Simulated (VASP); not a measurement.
# SnTe (Fm-3m) in VASP: single point with PBEsol+D4

Aim: the single point of SnTe with PBEsol+D4.

All numbers are computed with VASP 6.6.1; they aren't measurements. Logs are shortened: lines on timing, memory, paths and dates and some standing lists are left out, and cuts for length are marked.

### Step 1. The cell of the first run

Symmetry: Fm-3m, No. 225, cubic system. The conventional cell has a = 6.302 Å, b = 6.302 Å, c = 6.302 Å, α = 90.00°, β = 90.00°, γ = 90.00°. Within 4.1 Å of Sn (site symmetry m-3m) lie 6 Te at 3.15 Å. Within 4.1 Å of Te (site symmetry m-3m) lie 6 Sn at 3.15 Å.

### Step 2. Single point, PBEsol+D4

INCAR reads:

```
PREC     = Accurate       # precision mode
ENCUT    = 520            # plane-wave cutoff, eV
EDIFF    = 1E-6           # SCF threshold, eV
ISMEAR   = 1              # smearing method
SIGMA    = 0.02           # smearing width, eV
LREAL    = False          # projectors in reciprocal space
LASPH    = True           # aspherical terms in the spheres
NELM     = 80             # most SCF steps
ALGO     = Normal         # electronic algorithm
ISIF     = 2              # what is computed and relaxed
LWAVE    = False          # write WAVECAR
LCHARG   = False          # write CHGCAR
GGA      = PS             # functional
IVDW     = 13             # dispersion correction
NBANDS   = 17             # bands
```

KPOINTS reads:

```
regular mesh
0
Gamma
  7 7 7
```

POSCAR reads:

```
SnTe
1.0
    0.0000000000      3.1508500000      3.1508500000
    3.1508500000      0.0000000000      3.1508500000
    3.1508500000      3.1508500000      0.0000000000
Sn Te
1 1
Direct
    0.0000000000      0.0000000000      0.0000000000
    0.5000000000      0.5000000000      0.5000000000
```

Potentials or basis: VASP PAW PBE potentials, release 64 (Sn_d, Te).

The run is started by

```
$ cat potpaw_PBE.64/Sn_d/POTCAR potpaw_PBE.64/Te/POTCAR > POTCAR
$ mpirun -np 1 vasp_std > vasp.out
```

OUTCAR:

```text
PREC = Accurate
   ENCUT = 520
   EDIFF = 1E-6
   ISMEAR = 1
   LREAL = False
   LASPH = True
   NELM = 80
   ISIF = 2
   GGA = PS
   IVDW = 13

 ion  position               nearest neighbor table
   1  0.000  0.000  0.000-   2 3.15   2 3.15   2 3.15   2 3.15   2 3.15   2 3.15
   2  0.500  0.500  0.500-   1 3.15   1 3.15   1 3.15   1 3.15   1 3.15   1 3.15

  LATTYP: Found a face centered cubic cell.
 ALAT       =     6.3017000000

  Lattice vectors:

 A1 = (   0.0000000000,   3.1508500000,   3.1508500000)
 A2 = (   3.1508500000,   0.0000000000,   3.1508500000)
 A3 = (   3.1508500000,   3.1508500000,   0.0000000000)

Analysis of symmetry for initial positions (statically):
=====================================================================
 Subroutine PRICEL returns:
 Original cell was already a primitive cell.

 Routine SETGRP: Setting up the symmetry group for a
 face centered cubic supercell.

 Subroutine GETGRP returns: Found 48 space group operations
 (whereof 48 operations were pure point group operations)
 out of a pool of 48 trial point group operations.

The static configuration has the point symmetry O_h .

Analysis of symmetry for dynamics (positions and initial velocities):
=====================================================================
 Subroutine PRICEL returns:
 Original cell was already a primitive cell.

 Routine SETGRP: Setting up the symmetry group for a
 face centered cubic supercell.

 Subroutine GETGRP returns: Found 48 space group operations
 (whereof 48 operations were pure point group operations)
 out of a pool of 48 trial point group operations.

The dynamic configuration has the point symmetry O_h .

 Subroutine INISYM returns: Found 48 space group operations
 (whereof 48 operations are pure point group operations),
 and found     1 'primitive' translations

----------------------------------------------------------------------------------------

                                     Primitive cell

  volume of cell :      62.5624

  direct lattice vectors                    reciprocal lattice vectors
     0.000000000  3.150850000  3.150850000    -0.158687338  0.158687338  0.158687338
     3.150850000  0.000000000  3.150850000     0.158687338 -0.158687338  0.158687338
     3.150850000  3.150850000  0.000000000     0.158687338  0.158687338 -0.158687338

  length of vectors
     4.455974803  4.455974803  4.455974803     0.274854533  0.274854533  0.274854533

  position of ions in fractional coordinates (direct lattice)
     0.000000000  0.000000000  0.000000000
     0.500000000  0.500000000  0.500000000

[... 72 lines left out ...]
   LREAL  =      F    real-space projection
   EDIFFG = 0.1E-04   stopping-criterion for IOM
   NSW    =      0    number of steps for IOM
   IBRION =     -1    ionic relax: 0-MD 1-quasi-New 2-CG
   NFREE  =      0    steps in history (QN), initial steepest desc. (CG)
   ISIF   =      2    stress and relaxation
   ISYM   =      2    0-nonsym 1-usesym 2-fastsym
   POTIM  = 0.5000    time-step for ionic-motion
   TEBEG  =    0.0;   TEEND  =   0.0 temperature during run
   PSTRESS=    0.0 pullay stress
   NELECT =      20.0000    total number of electrons
   NUPDOWN=      -1.0000    fix difference up-down
   EMIN   =  10.00;   EMAX   =-10.00  energy-range for DOS
   EFERMI =   0.00;   METHOD = LEGACY
   ISMEAR =     1;   SIGMA  =   0.02  broadening in eV -4-tet -1-fermi 0-gaus
   EFERMI_NEDOS =   21; number of points for ismear=-14 and -15
   IALGO  =     38    algorithm
   IMIX   =      4    mixing-type and parameters
     AMIX     =   0.40;   BMIX     =  1.00
     AMIX_MAG =   1.60;   BMIX_MAG =  1.00
  volume/ion in A,a.u.               =      31.28       211.10
  Fermi-wavevector in a.u.,A,eV,Ry     =   1.119387  2.115336 17.048485  1.253028
  Thomas-Fermi vector in A             =   2.256026
   LORBIT       =      0    0 simple, 1 ext, 2 COOP (PROOUT), +10 PAW based schemes
   GGA     = PS    functional components
   LHFCALC =     F    Hartree Fock is set to
   AEXX    =    0.0000 exact exchange contribution
   IVDW    =    13    specifies the selected vdW correction
   LEPSILON=     F    determine dielectric tensor
   LRPA    =     F    only Hartree local field effects (RPA)
 non-spin polarized calculation
 Methfessel and Paxton  Order N= 1 SIGMA  =   0.02
  energy-cutoff  :      520.00
  volume of cell :       62.56
 maximum number of plane-waves:      1705
 NGX is ok and might be reduce to    36
   NGX = 17   NGY = 17   NGZ = 17

 number of electron      19.9999998 magnetization

 Free energy of the ion-electron system (eV)
  ---------------------------------------------------
  ext. energy  EPLUGINS =         0.00000000
  ---------------------------------------------------
  free energy    TOTEN  =        -8.34441095 eV

  energy without entropy =       -8.34443799  energy(sigma->0) =       -8.34441996

 E-fermi :   6.5373     XC(G=0):  -9.6552

 val. band max:        6.5204172835   @ k =   0.4286   0.0000   0.0000
 cond. band min:       7.1829899702   @ k =   0.4286   0.0000   0.0000
 fundamental gap:      0.6625726867
 Fermi energy:         6.5372549279

 k-point     1 :       0.0000    0.0000    0.0000
  band No.  band energies     occupation
      1     -14.9788      2.00000
      2     -14.9788      2.00000
      3     -14.9717      2.00000
      4     -14.9717      2.00000
      5     -14.9717      2.00000
      6      -6.0210      2.00000
[... 377 lines left out ...]
      4     -14.9665      2.00000
      5     -14.9612      2.00000
      6      -4.3782      2.00000
[... 9 lines left out ...]
     16      16.5681      0.00000
     17      17.2112      0.00000

------------------------ aborting loop because EDIFF is reached ----------------------------------------

  DFT-D4 for vdW energy calculation

  Edisp (eV):   -0.50597

  FORCE on cell =-STRESS in cart. coord.  units (eV):
  Direction    XX          YY          ZZ          XY          YZ          ZX
  --------------------------------------------------------------------------------------
  -------------------------------------------------------------------------------------
  Total      -0.62952    -0.62952    -0.62952     0.00000     0.00000     0.00000
  in kB     -16.12156   -16.12156   -16.12156     0.00000     0.00000     0.00000
  external pressure =      -16.12 kB  Pullay stress =        0.00 kB

 VOLUME and BASIS-vectors are now :
 -----------------------------------------------------------------------------
  energy-cutoff  :      520.00
  volume of cell :       62.56
      direct lattice vectors                 reciprocal lattice vectors
     0.000000000  3.150850000  3.150850000    -0.158687338  0.158687338  0.158687338
     3.150850000  0.000000000  3.150850000     0.158687338 -0.158687338  0.158687338
     3.150850000  3.150850000  0.000000000     0.158687338  0.158687338 -0.158687338

 POSITION                                       TOTAL-FORCE (eV/Angst)
 -----------------------------------------------------------------------------------
      0.00000      0.00000      0.00000         0.000000     -0.000000      0.000000
      3.15085      3.15085      3.15085        -0.000000      0.000000     -0.000000
 -----------------------------------------------------------------------------------
    total drift:                               -0.000000      0.000000      0.000000

  FREE ENERGIE OF THE ION-ELECTRON SYSTEM (eV)
  ---------------------------------------------------
  free  energy   TOTEN  =        -8.8503782096 eV

  energy  without entropy=       -8.8504052553  energy(sigma->0) =       -8.85038722
```

OSZICAR:

```text
N       E                     dE             d eps       ncg     rms          rms(c)
DAV:   1     0.126930085902E+03    0.12693E+03   -0.97451E+03   689   0.133E+03
DAV:   2     0.289942942733E+01   -0.12403E+03   -0.12044E+03   746   0.325E+02
DAV:   3    -0.807665649299E+01   -0.10976E+02   -0.10920E+02   840   0.885E+01
DAV:   4    -0.838611984642E+01   -0.30946E+00   -0.30928E+00   800   0.154E+01
DAV:   5    -0.839969696762E+01   -0.13577E-01   -0.13576E-01   969   0.309E+00    0.484E+00
DAV:   6    -0.834691037692E+01    0.52787E-01   -0.11566E-01   959   0.264E+00    0.309E+00
DAV:   7    -0.834504123910E+01    0.18691E-02   -0.45190E-02   839   0.127E+00    0.707E-01
DAV:   8    -0.834436206263E+01    0.67918E-03   -0.69159E-03   871   0.696E-01    0.163E-01
DAV:   9    -0.834443573385E+01   -0.73671E-04   -0.58160E-04   917   0.207E-01    0.486E-02
DAV:  10    -0.834441252160E+01    0.23212E-04   -0.70170E-05   931   0.745E-02    0.249E-02
DAV:  11    -0.834441105424E+01    0.14674E-05   -0.31397E-05   908   0.469E-02    0.254E-02
DAV:  12    -0.834441094522E+01    0.10901E-06   -0.28640E-06   718   0.148E-02
   1 F= -.88503782E+01 E0= -.88503872E+01  d E =0.270456E-04
```

stdout:

```text
POSCAR found type information on POSCAR SnTe
 POSCAR found :  2 types and       2 ions
 scaLAPACK will be used
 -----------------------------------------------------------------------------
|                                                                             |
|                                                                             |
|     You enforced a specific xc type in the INCAR file but a different       |
|     I HOPE YOU KNOW WHAT YOU ARE DOING!                                     |
|                                                                             |
 -----------------------------------------------------------------------------

 LDA part: xc-table for (Slater+PW92), standard interpolation
 POSCAR, INCAR and KPOINTS ok, starting setup
 FFT: planning ... GRIDC
 FFT: planning ... GRID_SOFT
 FFT: planning ... GRID
 WAVECAR not read
 entering main loop
```

It took 19 s on 1 thread of Intel Xeon Platinum 8488C (Sapphire Rapids), shared host; peak memory 0.2 GiB.

Results:

```yaml
Free_energy: -8.8504 eV
Pressure: -1.6 GPa
Dispersion_energy_per_atom: -0.253 eV
```

Caveat: this odd mesh misses L, where the gap lies, so gap, dielectric constants and Born charges aren't listed; the PAW data sets were made with another functional, which shifts forces and pressure a little; spin-orbit coupling is left out, which moves the levels of the heavy elements.
